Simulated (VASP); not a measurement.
# Cl (Cmce) in VASP: single point with r2SCAN

Aim: the single point of Cl with r2SCAN.

Program: VASP 6.6.1. These are calculated values, not measurements. Logs are shortened: lines on timing, memory, paths and dates and some standing lists are left out, and cuts for length are marked.

**1. The cell of the first run**

Symmetry: Cmce, No. 64, orthorhombic system. The conventional cell has a = 6.539 Å, b = 4.134 Å, c = 8.272 Å, α = 90.00°, β = 90.00°, γ = 90.00°. Cl (site symmetry m) has 1 Cl at 2.01 Å within 2.7 Å.

**2. Single point, r2SCAN**

Contents of POSCAR:

```
Cl
1.0
    3.2695986797     -2.0668961020      0.0000000000
    3.2695986797      2.0668961020      0.0000000000
    0.0000000000      0.0000000000      8.2723403216
Cl
4
Direct
    0.1192191373      0.8807808627      0.1059508394
    0.6192191373      0.3807808627      0.3940491606
    0.8807808627      0.1192191373      0.8940491606
    0.3807808627      0.6192191373      0.6059508394
```

Contents of INCAR.step1:

```
  ALGO = Normal
  EDIFF = 1E-4
  ENCUT = 520
  GGA = PE
  ISMEAR = 0
  LASPH = T
  LCHARG = F
  LREAL = F
  LWAVE = T
  NBANDS = 22
  NELM = 80
  PREC = Accurate
  SIGMA = 0.02
```

Contents of INCAR.step2:

```
  ALGO = Normal
  EDIFF = 1E-6
  ENCUT = 520
  ISIF = 2
  ISMEAR = 0
  ISTART = 1
  LASPH = T
  LCHARG = T
  LELF = T
  LMIXTAU = T
  LREAL = F
  LVHAR = T
  LWAVE = F
  METAGGA = R2SCAN
  NBANDS = 22
  NELM = 80
  PREC = Accurate
  SIGMA = 0.02
```

Contents of KPOINTS:

```
k-points
0
Gamma
  6 6 4
```

Potentials or basis: VASP PAW PBE potentials, release 64 (Cl).

Started as:

```sh
$ cat potpaw_PBE.64/Cl/POTCAR > POTCAR
$ cp INCAR.step1 INCAR
$ mpirun -np 1 vasp_std > vasp.out
$ cp INCAR.step2 INCAR
$ mpirun -np 1 vasp_std > vasp.out
```

OUTCAR:

```text
EDIFF = 1E-6
   ENCUT = 520
   ISIF = 2
   ISMEAR = 0
   ISTART = 1
   LASPH = T
   LREAL = F
   METAGGA = R2SCAN
   NELM = 80
   PREC = Accurate

 ion  position               nearest neighbor table
   1  0.119  0.881  0.106-   3 2.01
   2  0.619  0.381  0.394-   4 2.01
   3  0.881  0.119  0.894-   1 2.01
   4  0.381  0.619  0.606-   2 2.01

  LATTYP: Found a base centered orthorhombic cell.
 ALAT       =     4.1337922040
 B/A-ratio  =     1.5818882606
 C/A-ratio  =     2.0011504965

  Lattice vectors:

 A1 = (  -3.2695986797,  -2.0668961020,   0.0000000000)
 A2 = (   3.2695986797,  -2.0668961020,   0.0000000000)
 A3 = (   0.0000000000,   0.0000000000,   8.2723403216)

Analysis of symmetry for initial positions (statically):
=====================================================================
 Subroutine PRICEL returns:
 Original cell was already a primitive cell.

 Routine SETGRP: Setting up the symmetry group for a
 base centered orthorhombic supercell.

 Subroutine GETGRP returns: Found  8 space group operations
 (whereof  4 operations were pure point group operations)
 out of a pool of  8 trial point group operations.

The static configuration has the point symmetry C_2h.
 The point group associated with its full space group is D_2h.

Analysis of symmetry for dynamics (positions and initial velocities):
=====================================================================
 Subroutine PRICEL returns:
 Original cell was already a primitive cell.

 Routine SETGRP: Setting up the symmetry group for a
 base centered orthorhombic supercell.

 Subroutine GETGRP returns: Found  8 space group operations
 (whereof  4 operations were pure point group operations)
 out of a pool of  8 trial point group operations.

The dynamic configuration has the point symmetry C_2h.
 The point group associated with its full space group is D_2h.

 Subroutine INISYM returns: Found  8 space group operations
 (whereof  4 operations are pure point group operations),
 and found     1 'primitive' translations

----------------------------------------------------------------------------------------

                                     Primitive cell

  volume of cell :     111.8076

  direct lattice vectors                    reciprocal lattice vectors
     3.269598680 -2.066896102  0.000000000     0.152923967 -0.241908628  0.000000000
     3.269598680  2.066896102  0.000000000     0.152923967  0.241908628  0.000000000
     0.000000000  0.000000000  8.272340322     0.000000000  0.000000000  0.120884775

  length of vectors
     3.868117762  3.868117762  8.272340322     0.286191411  0.286191411  0.120884775

  position of ions in fractional coordinates (direct lattice)
     0.119219137  0.880780863  0.105950839
     0.619219137  0.380780863  0.394049161
     0.880780863  0.119219137  0.894049161
     0.380780863  0.619219137  0.605950839

  ion indices of the primitive-cell ions
   primitive index   ion index
                 1           1
                 2           2
                 3           3
                 4           4

----------------------------------------------------------------------------------------

 KPOINTS: k-points

Automatic generation of k-mesh.
 Grid dimensions read from file:
 generate k-points for:    6    6    4

 Generating k-lattice:

  Cartesian coordinates                     Fractional coordinates (reciprocal lattice)
     0.025487328 -0.040318105  0.000000000     0.166666667  0.000000000  0.000000000
     0.025487328  0.040318105  0.000000000     0.000000000  0.166666667  0.000000000
     0.000000000  0.000000000  0.030221194     0.000000000  0.000000000  0.250000000

  Length of vectors
     0.047698569  0.047698569  0.030221194

  Shift w.r.t. Gamma in fractional coordinates (k-lattice)
     0.000000000  0.000000000  0.000000000

 Subroutine IBZKPT returns following result:
 ===========================================

 Found     39 irreducible k-points:

 Following reciprocal coordinates:
            Coordinates               Weight
  0.000000  0.000000  0.000000      1.000000
  0.166667  0.000000  0.000000      4.000000
  0.333333  0.000000  0.000000      4.000000
  0.500000 -0.000000  0.000000      2.000000
  0.166667  0.166667  0.000000      2.000000
  0.333333  0.166667  0.000000      4.000000
[... 16 lines left out ...]
  0.333333  0.333333  0.250000      4.000000
  0.500000  0.333333  0.250000      8.000000
 [... further k-points ...]
   k-points           NKPTS =     39   k-points in BZ     NKDIM =     39   number of bands    NBANDS=     22
   number of dos      NEDOS =    301   number of ions     NIONS =      4
   total plane-waves  NPLWV =  57600
   dimension x,y,z NGX =    30 NGY =   30 NGZ =   64
   dimension x,y,z NGXF=    60 NGYF=   60 NGZF=  128
   ions per type =               4
   NGX,Y,Z   is equivalent  to a cutoff of  12.89, 12.89, 12.86 a.u.
   NGXF,Y,Z  is equivalent  to a cutoff of  25.79, 25.79, 25.72 a.u.
 SYSTEM =  unknown system
   PREC   = accura    normal or accurate (medium, high low for compatibility)
   ISTART =      1    job   : 0-new  1-cont  2-samecut
   ICHARG =      0    charge: 1-file 2-atom 10-const
   ISPIN  =      1    spin polarized calculation?
   LNONCOLLINEAR =      F non collinear calculations
   LSORBIT =      F    spin-orbit coupling
   LASPH  =      T    aspherical Exc in radial PAW
   ENCUT  =  520.0 eV  38.22 Ry    6.18 a.u.   7.19  7.19 15.38*2*pi/ulx,y,z
   NELM   =     80;   NELMIN=  2; NELMDL=  0     # of ELM steps
   EDIFF  = 0.1E-05   stopping-criterion for ELM
   LREAL  =      F    real-space projection
   EDIFFG = 0.1E-04   stopping-criterion for IOM
   NSW    =      0    number of steps for IOM
   IBRION =     -1    ionic relax: 0-MD 1-quasi-New 2-CG
   NFREE  =      0    steps in history (QN), initial steepest desc. (CG)
   ISIF   =      2    stress and relaxation
   ISYM   =      2    0-nonsym 1-usesym 2-fastsym
   POTIM  = 0.5000    time-step for ionic-motion
   TEBEG  =    0.0;   TEEND  =   0.0 temperature during run
   PSTRESS=    0.0 pullay stress
   NELECT =      28.0000    total number of electrons
   NUPDOWN=      -1.0000    fix difference up-down
   EMIN   =  10.00;   EMAX   =-10.00  energy-range for DOS
   EFERMI =   0.00;   METHOD = LEGACY
   ISMEAR =     0;   SIGMA  =   0.02  broadening in eV -4-tet -1-fermi 0-gaus
   EFERMI_NEDOS =   21; number of points for ismear=-14 and -15
   IALGO  =     38    algorithm
   IMIX   =      4    mixing-type and parameters
     AMIX     =   0.40;   BMIX     =  1.00
     AMIX_MAG =   1.60;   BMIX_MAG =  1.00
  volume/ion in A,a.u.               =      27.95       188.63
  Fermi-wavevector in a.u.,A,eV,Ry     =   1.031899  1.950006 14.487683  1.064815
  Thomas-Fermi vector in A             =   2.166070
   LORBIT       =      0    0 simple, 1 ext, 2 COOP (PROOUT), +10 PAW based schemes
   METAGGA = R2SCAN    functional components
   LHFCALC =     F    Hartree Fock is set to
   AEXX    =    0.0000 exact exchange contribution
   IVDW    =     0    specifies the selected vdW correction
   LEPSILON=     F    determine dielectric tensor
   LRPA    =     F    only Hartree local field effects (RPA)
 non-spin polarized calculation
 Gauss-broadening in eV      SIGMA  =   0.02
  energy-cutoff  :      520.00
  volume of cell :      111.81
 maximum number of plane-waves:      3040
 NGX is ok and might be reduce to    30
   NGX = 15   NGY = 15   NGZ = 31

 number of electron      27.9999991 magnetization

 Free energy of the ion-electron system (eV)
  ---------------------------------------------------
  ext. energy  EPLUGINS =         0.00000000
  ---------------------------------------------------
  free energy    TOTEN  =       -24.60104470 eV

  energy without entropy =      -24.60104470  energy(sigma->0) =      -24.60104470

 E-fermi :  -0.5298     XC(G=0):  -8.3503

 val. band max:       -0.6411514044   @ k =   0.0000   0.0000   0.0000
 cond. band min:       2.0279105210   @ k =   0.0000   0.0000   0.0000
 fundamental gap:      2.6690619254
 Fermi energy:        -0.5297664906

 k-point     1 :       0.0000    0.0000    0.0000
  band No.  band energies     occupation
      1     -18.1438      2.00000
      2     -17.8586      2.00000
      3     -14.0593      2.00000
      4     -13.2381      2.00000
      5      -6.4457      2.00000
      6      -5.1593      2.00000
[... 14 lines left out ...]
     21      10.8501      0.00000
     22      10.9277      0.00000

 k-point     2 :       0.1667    0.0000    0.0000
  band No.  band energies     occupation
      1     -18.0850      2.00000
      2     -17.8349      2.00000
      3     -14.0015      2.00000
      4     -13.2940      2.00000
      5      -6.4185      2.00000
      6      -5.2794      2.00000
[... 14 lines left out ...]
     21      10.1414      0.00000
     22      10.9851      0.00000

 k-point     3 :       0.3333    0.0000    0.0000
  band No.  band energies     occupation
      1     -17.9489      2.00000
      2     -17.8007      2.00000
      3     -13.8503      2.00000
      4     -13.4468      2.00000
      5      -6.3223      2.00000
      6      -5.6430      2.00000
[... 14 lines left out ...]
     21      10.7577      0.00000
     22      11.2033      0.00000
[... 476 lines left out ...]
 k-point    23 :       0.3333    0.3333    0.2500
  band No.  band energies     occupation
      1     -17.9587      2.00000
      2     -17.7837      2.00000
      3     -13.8074      2.00000
      4     -13.3167      2.00000
      5      -6.1593      2.00000
      6      -5.4368      2.00000
[... 14 lines left out ...]
     21      10.1536      0.00000
     22      10.6904      0.00000

 k-point    24 :       0.5000    0.3333    0.2500
  band No.  band energies     occupation
      1     -17.8986      2.00000
      2     -17.7545      2.00000
      3     -13.7584      2.00000
      4     -13.3641      2.00000
      5      -6.1211      2.00000
      6      -5.5379      2.00000
[... 14 lines left out ...]
     21      10.2583      0.00000
     22      10.9288      0.00000

 [... further k-points ...]

------------------------ aborting loop because EDIFF is reached ----------------------------------------

  FORCE on cell =-STRESS in cart. coord.  units (eV):
  Direction    XX          YY          ZZ          XY          YZ          ZX
  --------------------------------------------------------------------------------------
  -------------------------------------------------------------------------------------
  Total       -0.0715709     -0.2406761     -0.6266512      0.0000000      0.0000000      0.0000000
  in kB       -1.0255946     -3.4488320     -8.9797653      0.0000000      0.0000000      0.0000000
  external PRESSURE =      -4.4847306 kB  Pullay stress =       0.0000000 kB

 VOLUME and BASIS-vectors are now :
 -----------------------------------------------------------------------------
  energy-cutoff  :      520.00
  volume of cell :      111.81
      direct lattice vectors                 reciprocal lattice vectors
     3.269598680 -2.066896102  0.000000000     0.152923967 -0.241908628  0.000000000
     3.269598680  2.066896102  0.000000000     0.152923967  0.241908628  0.000000000
     0.000000000  0.000000000  8.272340322     0.000000000  0.000000000  0.120884775

 POSITION                                       TOTAL-FORCE (eV/Angst)
 -----------------------------------------------------------------------------------
      3.26960      1.57407      0.87646         0.000000      0.091239     -0.167865
      3.26960     -0.49283      3.25971         0.000000      0.091239      0.167865
      3.26960     -1.57407      7.39588         0.000000     -0.091239      0.167865
      3.26960      0.49283      5.01263         0.000000     -0.091239     -0.167865
 -----------------------------------------------------------------------------------
    total drift:                                0.000000     -0.000000     -0.000000

  FREE ENERGIE OF THE ION-ELECTRON SYSTEM (eV)
  ---------------------------------------------------
  free  energy   TOTEN  =       -24.6010447041 eV

  energy  without entropy=      -24.6010447041  energy(sigma->0) =      -24.60104470
```

Wall time 4.6 min (1 thread of Intel Xeon Platinum 8175M at 2.50GHz (Skylake/Cascade Lake), shared host); peak memory 0.26 GiB.

Results:

```yaml
Free_energy: -24.6010 eV
Pressure: -0.4 GPa
Largest_force: 0.191 eV/Å
Band_gap_on_the_k_mesh: 2.67 eV
```

Forces on the atoms (eV/Å):
```
Cl   0.000  0.091 -0.168
Cl   0.000  0.091  0.168
Cl   0.000 -0.091  0.168
Cl   0.000 -0.091 -0.168
```

Levels at points of the mesh, in eV from the valence-band top:
```
           k point  band 10  band 11  band 12  band 13  band 14  band 15  band 16  band 17  band 18  band 19
(0.00, 0.00, 0.00)    -2.38    -0.86    -0.35    -0.14     0.00     2.67     3.59     7.43     7.72     9.27
(0.50, 0.00, 0.00)    -2.76    -0.79    -0.79    -0.27    -0.27     3.33     3.33     8.63     8.63    10.83
(0.50, 0.50, 0.00)    -2.83    -1.34    -1.05    -0.39    -0.19     2.76     3.39     8.93     9.13     9.58
(0.00, 0.00, 0.50)    -2.45    -0.72    -0.72    -0.07    -0.07     3.08     3.08     7.85     7.85    10.07
(0.50, 0.00, 0.50)    -2.79    -0.59    -0.59    -0.08    -0.08     3.09     3.09     8.89     8.89    10.37
(0.50, 0.50, 0.50)    -2.84    -0.82    -0.82    -0.74    -0.74     3.03     3.03     9.53     9.53    10.38
```

Caveat: the PAW data sets were made with another functional, which shifts forces and pressure a little.
